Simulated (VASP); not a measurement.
# HgTe (I-4m2) in VASP: a series of runs

Aim: see how the results for HgTe move with the level of theory and the settings. Levels: PBEsol, LDA. Tasks: relaxation of cell and atoms, single point.

Everything below comes from runs of VASP 6.6.1. Logs are shortened: lines on timing, memory, paths and dates and some standing lists are left out, and cuts for length are marked.

### Step 1. The cell of the first run

Symmetry: I-4m2, No. 119, tetragonal system. Conventional cell: a = 6.091 Å, b = 6.091 Å, c = 3.119 Å, α = 90.00°, β = 90.00°, γ = 90.00°. Hg (site symmetry -4m2) has 2 Hg at 3.12 Å and 8 Te at 3.14 to 3.84 Å within 4.1 Å. Te (site symmetry -4m2) has 2 Te at 3.12 Å and 8 Hg at 3.14 to 3.84 Å within 4.1 Å.

### Step 2. Relaxation of cell and atoms, PBEsol, target pressure 5 GPa, at which the enthalpy is minimised

INCAR reads:

```
SYSTEM = HgTe
ALGO     = Normal         ! electronic algorithm
EDIFF    = 1E-6           ! SCF threshold, eV
EDIFFG   = -0.01          ! ionic threshold
ENCUT    = 600            ! plane-wave cutoff, eV
GGA      = PS             ! functional
IBRION   = 2              ! ionic algorithm
ISIF     = 3              ! what is computed and relaxed
ISMEAR   = -1             ! smearing method
LASPH    = .TRUE.         ! aspherical terms in the spheres
LCHARG   = .FALSE.        ! write CHGCAR
LREAL    = .FALSE.        ! projectors in reciprocal space
LWAVE    = .FALSE.        ! write WAVECAR
NELM     = 100            ! most SCF steps
NSW      = 60             ! ionic steps
PREC     = Accurate       ! precision mode
PSTRESS  = 50.0         
SIGMA    = 0.05           ! smearing width, eV
```

KPOINTS reads:

```
k-points
0
G
  10 10 10
  0 0 0
```

POSCAR reads:

```
HgTe
1.0
   -3.0456030000      3.0456030000      1.5594100000
    3.0456030000     -3.0456030000      1.5594100000
    3.0456030000      3.0456030000     -1.5594100000
Hg Te
1 1
Direct
    0.7500000000      0.2500000000      0.5000000000
    0.0000000000      0.0000000000      0.0000000000
```

Potentials or basis: VASP PAW PBE potentials, release 64 (Hg, Te).

Command:

```console
> cat potpaw_PBE.64/Hg/POTCAR potpaw_PBE.64/Te/POTCAR > POTCAR
> mpirun -np 1 vasp_std > vasp.out
```

OUTCAR:

```text
SYSTEM = HgTe
   EDIFF = 1E-6
   EDIFFG = -0.01
   ENCUT = 600
   GGA = PS
   IBRION = 2
   ISIF = 3
   ISMEAR = -1
   LASPH = .TRUE.
   LREAL = .FALSE.
   NELM = 100
   NSW = 60
   PREC = Accurate
   PSTRESS = 50.0

 ion  position               nearest neighbor table
   1  0.750  0.250  0.500-   2 3.14   2 3.14   2 3.14   2 3.14
   2  0.000  0.000  0.000-   1 3.14   1 3.14   1 3.14   1 3.14

  LATTYP: Found a body centered tetragonal cell.
 ALAT       =     6.0912060000
 C/A-ratio  =     0.5120201156

  Lattice vectors:

 A1 = (  -3.0456030000,   3.0456030000,   1.5594100000)
 A2 = (   3.0456030000,  -3.0456030000,   1.5594100000)
 A3 = (   3.0456030000,   3.0456030000,  -1.5594100000)

Analysis of symmetry for initial positions (statically):
=====================================================================
 Subroutine PRICEL returns:
 Original cell was already a primitive cell.

 Routine SETGRP: Setting up the symmetry group for a
 body centered tetragonal supercell.

 Subroutine GETGRP returns: Found  8 space group operations
 (whereof  8 operations were pure point group operations)
 out of a pool of 16 trial point group operations.

The static configuration has the point symmetry D_2d.

Analysis of symmetry for dynamics (positions and initial velocities):
=====================================================================
 Subroutine PRICEL returns:
 Original cell was already a primitive cell.

 Routine SETGRP: Setting up the symmetry group for a
 body centered tetragonal supercell.

 Subroutine GETGRP returns: Found  8 space group operations
 (whereof  8 operations were pure point group operations)
 out of a pool of 16 trial point group operations.

The dynamic configuration has the point symmetry D_2d.

 Subroutine INISYM returns: Found  8 space group operations
 (whereof  8 operations are pure point group operations),
 and found     1 'primitive' translations

----------------------------------------------------------------------------------------

                                     Primitive cell

  volume of cell :      57.8585

  direct lattice vectors                    reciprocal lattice vectors
    -3.045603000  3.045603000  1.559410000     0.000000000  0.164171102  0.320634086
     3.045603000 -3.045603000  1.559410000     0.164171102  0.000000000  0.320634086
     3.045603000  3.045603000 -1.559410000     0.164171102  0.164171102  0.000000000

  length of vectors
     4.580737366  4.580737366  4.580737366     0.360219888  0.360219888  0.232172999

  position of ions in fractional coordinates (direct lattice)
     0.750000000  0.250000000  0.500000000
     0.000000000  0.000000000  0.000000000

  ion indices of the primitive-cell ions
[... 79 lines left out ...]
   IBRION =      2    ionic relax: 0-MD 1-quasi-New 2-CG
   NFREE  =      1    steps in history (QN), initial steepest desc. (CG)
   ISIF   =      3    stress and relaxation
   ISYM   =      2    0-nonsym 1-usesym 2-fastsym
   POTIM  = 0.5000    time-step for ionic-motion
   TEBEG  =    0.0;   TEEND  =   0.0 temperature during run
   PSTRESS=   50.0 pullay stress
   NELECT =      18.0000    total number of electrons
   NUPDOWN=      -1.0000    fix difference up-down
   EMIN   =  10.00;   EMAX   =-10.00  energy-range for DOS
   EFERMI =   0.00;   METHOD = LEGACY
   ISMEAR =    -1;   SIGMA  =   0.05  broadening in eV -4-tet -1-fermi 0-gaus
   EFERMI_NEDOS =   21; number of points for ismear=-14 and -15
   IALGO  =     38    algorithm
   IMIX   =      4    mixing-type and parameters
     AMIX     =   0.40;   BMIX     =  1.00
     AMIX_MAG =   1.60;   BMIX_MAG =  1.00
  volume/ion in A,a.u.               =      28.93       195.22
  Fermi-wavevector in a.u.,A,eV,Ry     =   1.109286  2.096246 16.742166  1.230515
  Thomas-Fermi vector in A             =   2.245823
   LORBIT       =      0    0 simple, 1 ext, 2 COOP (PROOUT), +10 PAW based schemes
   GGA     = PS    functional components
   LHFCALC =     F    Hartree Fock is set to
   AEXX    =    0.0000 exact exchange contribution
   IVDW    =     0    specifies the selected vdW correction
   LEPSILON=     F    determine dielectric tensor
   LRPA    =     F    only Hartree local field effects (RPA)
 conjugate gradient relaxation of ions
 non-spin polarized calculation
  energy-cutoff  :      600.00
  volume of cell :       57.86
 maximum number of plane-waves:      1946
 NGX is ok and might be reduce to    40
   NGX = 19   NGY = 19   NGZ = 19

--------------------------------------- Ionic step        1  -------------------------------------------

 number of electron      17.9999999 magnetization

 Free energy of the ion-electron system (eV)
  ---------------------------------------------------
  ext. energy  EPLUGINS =         0.00000000
  ---------------------------------------------------
  free energy    TOTEN  =        -4.04695664 eV

  energy without entropy =       -4.03677080  energy(sigma->0) =       -4.04186372

 E-fermi :   4.2262     XC(G=0):  -9.9928

 val. band max:        4.2168171537   @ k =   0.2000   0.1000  -0.0000
 cond. band min:       4.2523004870   @ k =  -0.4000   0.5000   0.1000
 fundamental gap:      0.0354833333
 Fermi energy:         4.2262478639

 k-point     1 :       0.0000    0.0000    0.0000
  band No.  band energies     occupation
      1      -8.1834      2.00000
      2      -3.1475      2.00000
      3      -2.4368      2.00000
      4      -2.3576      2.00000
      5      -1.9268      2.00000
      6      -1.9268      2.00000
      7       0.7736      2.00000
      8       1.8390      2.00000
      9       1.8390      2.00000
     10       7.7584      0.00000
     11       8.8214      0.00000
     12      11.1312      0.00000
     13      11.1312      0.00000
[... 477 lines left out ...]
  energy  without entropy=       -4.0474582140  energy(sigma->0) =       -4.05109349

  enthalpy is  TOTEN    =        -2.5163390636 eV   P V=        1.5383897109

[... ionic steps 4 to 8 ...]

--------------------------------------- Ionic step        9  -------------------------------------------

 number of electron      18.0000001 magnetization

------------------------ aborting loop because EDIFF is reached ----------------------------------------
[... 71 lines left out ...]
--------------------------------------- Ionic step       11  -------------------------------------------

 number of electron      18.0000001 magnetization

 Free energy of the ion-electron system (eV)
  ---------------------------------------------------
  ext. energy  EPLUGINS =         0.00000000
  ---------------------------------------------------
  free energy    TOTEN  =        -4.09599716 eV

  energy without entropy =       -4.09166842  energy(sigma->0) =       -4.09383279

 E-fermi :   6.1485     XC(G=0): -10.7422

 val. band max:        6.0311758897   @ k =   0.1000   0.1000   0.0000
 cond. band min:       6.1611285278   @ k =  -0.3000  -0.4000   0.1000
 fundamental gap:      0.1299526381
 Fermi energy:         6.1485185871

 k-point     1 :       0.0000    0.0000    0.0000
  band No.  band energies     occupation
      1      -7.4122      2.00000
      2      -1.8367      2.00000
      3      -1.3474      2.00000
      4      -1.1975      2.00000
      5      -0.7202      2.00000
      6      -0.7202      2.00000
      7       3.1140      2.00000
      8       3.3571      2.00000
      9       3.3571      2.00000
     10       9.3076      0.00000
     11      10.7389      0.00000
     12      14.0875      0.00000
     13      14.0875      0.00000
[... 401 lines left out ...]
  energy  without entropy=       -4.0916684203  energy(sigma->0) =       -4.09383279

  enthalpy is  TOTEN    =        -2.5479292924 eV   P V=        1.5480678664

 reached required accuracy - stopping structural energy minimisation
```

OSZICAR:

```text
N       E                     dE             d eps       ncg     rms          rms(c)
DAV:   1     0.107591469359E+03    0.10759E+03   -0.87115E+03  2652   0.135E+03
DAV:   2    -0.230580827824E+00   -0.10782E+03   -0.10164E+03  2877   0.278E+02
DAV:   3    -0.420792825640E+01   -0.39773E+01   -0.39451E+01  3247   0.530E+01
[... 85 lines left out ...]
       N       E                     dE             d eps       ncg     rms          rms(c)
DAV:   1    -0.409601144477E+01   -0.55800E-04   -0.68530E-04  2882   0.220E-01    0.197E-02
DAV:   2    -0.409600170944E+01    0.97353E-05   -0.99335E-06  2792   0.340E-02    0.934E-03
DAV:   3    -0.409599715955E+01    0.45499E-05   -0.74043E-06  2877   0.253E-02    0.265E-03
DAV:   4    -0.409599715880E+01    0.74397E-09   -0.67733E-07  1351   0.902E-03
  11 F= -.25479293E+01 E0= -.25457649E+01  d E =-.402819E-05
```

It took 4.4 min on 1 thread of Intel Xeon 6975P-C (Granite Rapids), shared host; peak memory 0.31 GiB.

What came out:

| Property | Result |
| --- | --- |
| Free energy | -4.0960 eV |
| Relaxed volume | 24.80 Å³/atom |
| Relaxed cell | a = 4.283 Å, b = 4.283 Å, c = 4.283 Å, α = 97.60°, β = 97.60°, γ = 137.34° |
| Space group after relaxing (to 0.05 Å) | I-4m2 (No. 119) |
| Energy change on relaxing (the enthalpy is what falls) | -24.5 meV/atom |
| Ionic steps | 11 |
| Pressure after relaxing | 5.0 GPa |
| Band gap on the k mesh | zero (band 9 reaches 8.17 eV, above the bottom of band 10 at 3.86 eV) |

The path:
```tsv
step	energy change (eV)	largest force (eV/Å)	pressure (GPa)	volume (Å³)
1	0.0000	0.0000	-3.18	57.86
2	0.1362	0.0000	11.68	46.32
3	-0.0078	0.0000	5.70	49.30
4	-0.0312	0.0000	5.91	49.08
5	-0.0313	0.0000	5.91	49.09
6	-0.0613	0.0000	4.37	50.02
7	-0.0494	0.0000	4.90	49.62
8	-0.0478	0.0000	5.08	49.57
9	-0.0486	0.0000	5.07	49.59
10	-0.0490	0.0000	5.04	49.60
11	-0.0490	0.0000	5.03	49.61
```

Final structure:
```
CELL_PARAMETERS angstrom
-2.82139 2.82139 1.55791
2.82139 -2.82139 1.55791
2.82139 2.82139 -1.55791
ATOMIC_POSITIONS crystal
Hg 0.75000 0.25000 0.50000
Te 0.00000 0.00000 0.00000
```

Caveat: the cell is relaxed towards a set pressure, so the enthalpy falls and the energy may rise; the PAW data sets were made with another functional, which shifts forces and pressure a little; spin-orbit coupling is left out, which moves the levels of the heavy elements.

### Step 3. Relaxation of cell and atoms, PBEsol, target pressure 10 GPa, at which the enthalpy is minimised

INCAR reads:

```
  PREC = Accurate
  ENCUT = 600
  EDIFF = 1E-6
  ISMEAR = -1
  SIGMA = 0.05
  LREAL = False
  LASPH = True
  NELM = 60
  ALGO = Normal
  ISIF = 3
  LWAVE = False
  LCHARG = False
  GGA = PS
  IBRION = 2
  NSW = 60
  EDIFFG = -0.01
  PSTRESS = 100.0
```

KPOINTS reads:

```
regular mesh
0
Gamma
  10 10 10
```

POSCAR is that of step 2.

Potentials or basis: VASP PAW PBE potentials, release 64 (Hg, Te).

Command:

```console
> cat potpaw_PBE.64/Hg/POTCAR potpaw_PBE.64/Te/POTCAR > POTCAR
> mpirun -np 1 vasp_std > vasp.out
```

Run time: 4.2 min. Hardware: 1 thread of Intel Xeon 6975P-C (Granite Rapids), shared host; peak memory 0.33 GiB.

Results (log left out):

```yaml
Free_energy: -3.9772 eV
Relaxed_volume: 23.51 Å³/atom
Relaxed_cell: a = 4.209 Å, b = 4.209 Å, c = 4.209 Å, α = 97.58°, β = 97.58°, γ = 137.41°
Space_group_after_relaxing_to_0.05_Å: I-4m2 (No. 119)
Energy_change_on_relaxing_the_enthalpy_is_what_falls: +34.9 meV/atom
Ionic_steps: 8
Pressure_after_relaxing: 10.0 GPa
Band_gap_on_the_k_mesh: zero (band 9 reaches 8.78 eV, above the bottom of band 10 at 4.39 eV)
```

The path:
```
step  energy change (eV)  largest force (eV/Å)  pressure (GPa)  volume (Å³)
   1              0.0000                0.0000           -3.18        57.86
   2              0.9673                0.0000           34.11        40.10
   3              0.1073                0.0000            9.93        47.08
   4              0.1207                0.0000           10.45        46.85
   5              0.0996                0.0000           11.06        46.58
   6              0.0986                0.0000           11.02        46.59
   7              0.0421                0.0000            9.02        47.50
   8              0.0697                0.0000            9.99        47.03
```

Final structure:
```xyz
2
Lattice="-2.7734 2.7734 1.5286 2.7734 -2.7734 1.5286 2.7734 2.7734 -1.5286" Properties=species:S:1:pos:R:3 pbc="T T T"
Hg    0.0000    2.7734    0.7643
Te    0.0000    0.0000    0.0000
```

Levels at points of the mesh, in eV from the Fermi level:
| k point | band 5 | band 6 | band 7 | band 8 | band 9 | band 10 | band 11 | band 12 | band 13 |
| --- | --- | --- | --- | --- | --- | --- | --- | --- | --- |
| (0.00, 0.00, 0.00) | -7.05 | -7.05 | -3.00 | -3.00 | -2.98 | 3.45 | 4.54 | 8.13 | 8.13 |
| (0.50, 0.00, 0.00) | -7.27 | -7.18 | -5.21 | -2.46 | -1.82 | -0.75 | 3.29 | 3.81 | 6.41 |
| (0.50, 0.50, 0.00) | -6.98 | -6.96 | -6.90 | -0.52 | 1.95 | 2.52 | 2.82 | 3.36 | 8.56 |
| (0.50, 0.50, 0.50) | -6.99 | -6.44 | -5.74 | -5.74 | -5.17 | 2.81 | 6.16 | 10.19 | 10.19 |

Caveat: the cell is relaxed towards a set pressure, so the enthalpy falls and the energy may rise; the volume moved by over 15 % at a fixed basis, so the end points are rough; the PAW data sets were made with another functional, which shifts forces and pressure a little; spin-orbit coupling is left out, which moves the levels of the heavy elements.

### Step 4. Relaxation of cell and atoms, PBEsol, target pressure 20 GPa, at which the enthalpy is minimised

INCAR reads:

```
PREC = Accurate
ENCUT = 600
EDIFF = 1E-7
ISMEAR = -1
SIGMA = 0.05
LREAL = False
LASPH = True
NELM = 80
ALGO = Normal
ISIF = 3
LWAVE = False
LCHARG = False
GGA = PS
IBRION = 2
NSW = 60
EDIFFG = -0.01
PSTRESS = 200.0
```

KPOINTS reads:

```
Automatic mesh
0
Gamma
  10 10 10
```

POSCAR is that of step 3.

Command:

```console
> cat potpaw_PBE.64/Hg/POTCAR potpaw_PBE.64/Te/POTCAR > POTCAR
> mpirun -np 1 vasp_std > vasp.out
```

It took 5.8 min on 1 thread of Intel Xeon 6975P-C (Granite Rapids), shared host; peak memory 0.34 GiB.

The run converged. Its results:

```
Free energy                                            : -3.6518 eV
Relaxed volume                                         : 21.73 Å³/atom
Relaxed cell                                           : a = 4.103 Å, b = 4.103 Å, c = 4.103 Å, α = 97.53°, β = 97.53°, γ = 137.54°
Space group after relaxing (to 0.05 Å)                 : I-4m2 (No. 119)
Energy change on relaxing (the enthalpy is what falls) : +197.6 meV/atom
Ionic steps                                            : 9
Pressure after relaxing                                : 20.0 GPa
Band gap on the k mesh                                 : zero (band 9 reaches 9.73 eV, above the bottom of band 10 at 5.24 eV)
```

Stress tensor (GPa, compression positive):
```
19.96  0.00  0.00
 0.00 19.96  0.00
 0.00  0.00 20.05
```

The path:
```csv
step,energy change (eV),largest force (eV/Å),pressure (GPa),volume (Å³)
1,0.0000,0.0000,-3.18,57.86
2,6.4422,0.0000,160.09,29.39
3,0.3180,0.0000,16.39,44.62
4,0.3949,0.0000,18.62,43.90
5,0.4610,0.0000,20.46,43.34
6,0.4540,0.0000,21.63,43.03
7,0.4446,0.0000,21.34,43.09
8,0.3258,0.0000,18.05,44.05
9,0.3952,0.0000,19.99,43.47
```

Final structure:
```
Hg Te
1.0
    -2.70448    2.70448    1.48577
     2.70448   -2.70448    1.48577
     2.70448    2.70448   -1.48577
Hg Te
1 1
Direct
  0.75000 0.25000 0.50000
  0.00000 0.00000 0.00000
```

Levels at points of the mesh, in eV from the Fermi level:
```tsv
k point	band 5	band 6	band 7	band 8	band 9	band 10	band 11	band 12	band 13
(0.00, 0.00, 0.00)	-7.31	-7.31	-3.31	-3.31	-2.88	3.93	4.50	8.42	8.42
(0.50, 0.00, 0.00)	-7.59	-7.56	-5.39	-2.57	-1.96	-0.83	3.21	4.00	6.73
(0.50, 0.50, 0.00)	-7.28	-7.24	-7.14	-0.44	1.84	2.71	3.18	3.39	8.90
(0.50, 0.50, 0.50)	-7.27	-6.55	-6.30	-6.30	-5.51	3.18	6.28	10.81	10.81
```

Caveat: the cell is relaxed towards a set pressure, so the enthalpy falls and the energy may rise; the volume moved by over 15 % at a fixed basis, so the end points are rough; the PAW data sets were made with another functional, which shifts forces and pressure a little; spin-orbit coupling is left out, which moves the levels of the heavy elements.

### Step 5. Relaxation of cell and atoms, PBEsol, target pressure 30 GPa, at which the enthalpy is minimised

INCAR reads:

```
ALGO = Normal
EDIFF = 1E-6
EDIFFG = -0.01
ENCUT = 600
GGA = PS
IBRION = 2
ISIF = 3
ISMEAR = -1
LASPH = T
LCHARG = F
LREAL = F
LWAVE = F
NELM = 80
NSW = 60
PREC = Accurate
PSTRESS = 300.0
SIGMA = 0.05
```

KPOINTS reads:

```
k-points
0
Gamma
  10 10 10
```

POSCAR is that of step 4.

Command:

```console
> cat potpaw_PBE.64/Hg/POTCAR potpaw_PBE.64/Te/POTCAR > POTCAR
> mpirun -np 1 vasp_std > vasp.out
```

Wall time 8.6 min (1 thread of Intel Xeon 6975P-C (Granite Rapids), shared host); peak memory 0.34 GiB.

It converged, with:

| Quantity | Value |
| --- | --- |
| Free energy | -3.2651 eV |
| Relaxed volume | 20.48 Å³/atom |
| Relaxed cell | a = 4.025 Å, b = 4.025 Å, c = 4.025 Å, α = 97.49°, β = 97.49°, γ = 137.66° |
| Space group after relaxing (to 0.05 Å) | I-4m2 (No. 119) |
| Energy change on relaxing (the enthalpy is what falls) | +390.9 meV/atom |
| Ionic steps | 13 |
| Pressure after relaxing | 30.0 GPa |
| Band gap on the k mesh | zero (band 9 reaches 10.68 eV, above the bottom of band 10 at 5.93 eV) |

Step by step:
| step | energy change (eV) | largest force (eV/Å) | pressure (GPa) | volume (Å³) |
| --- | --- | --- | --- | --- |
| 1 | 0.0000 | 0.0000 | -3.18 | 57.86 |
| 2 | 24.1624 | 0.0000 | 608.06 | 20.77 |
| 3 | -0.0259 | 0.0000 | 3.08 | 51.19 |
| 4 | 0.1250 | 0.0000 | 9.95 | 47.17 |
| 5 | 1.1346 | 0.0000 | 37.43 | 39.54 |
| 6 | 0.8001 | 0.0000 | 29.20 | 41.17 |
| 7 | 0.8544 | 0.0000 | 30.40 | 40.88 |
| 8 | 0.8759 | 0.0000 | 32.40 | 40.52 |
| 9 | 0.8444 | 0.0000 | 31.58 | 40.64 |
| 10 | 0.6668 | 0.0000 | 27.21 | 41.61 |
| 11 | 0.7804 | 0.0000 | 29.97 | 40.98 |
| 12 | 0.7816 | 0.0000 | 30.02 | 40.97 |
| 13 | 0.7819 | 0.0000 | 30.04 | 40.97 |

Final structure:
```
Hg Te
1.0
    -2.65431    2.65431    1.45369
     2.65431   -2.65431    1.45369
     2.65431    2.65431   -1.45369
Hg Te
1 1
Cartesian
  0.0000 2.6543 0.7268
  0.0000 0.0000 0.0000
```

Levels at points of the mesh, in eV from the Fermi level:
```tsv
k point	band 6	band 7	band 8	band 9	band 10	band 11	band 12	band 13
(0.00, 0.00, 0.00)	-7.54	-3.58	-3.58	-2.79	4.32	4.46	8.62	8.62
(0.50, 0.00, 0.00)	-7.86	-5.52	-2.69	-2.08	-0.87	3.15	4.12	7.01
(0.50, 0.50, 0.00)	-7.45	-7.33	-0.38	1.73	2.76	3.45	3.51	9.17
(0.50, 0.50, 0.50)	-6.74	-6.74	-6.64	-5.78	3.48	6.38	11.25	11.25
```

Caveat: the cell is relaxed towards a set pressure, so the enthalpy falls and the energy may rise; the volume moved by over 15 % at a fixed basis, so the end points are rough; the PAW data sets were made with another functional, which shifts forces and pressure a little; spin-orbit coupling is left out, which moves the levels of the heavy elements.

(Part 1 of 2 ends here.)
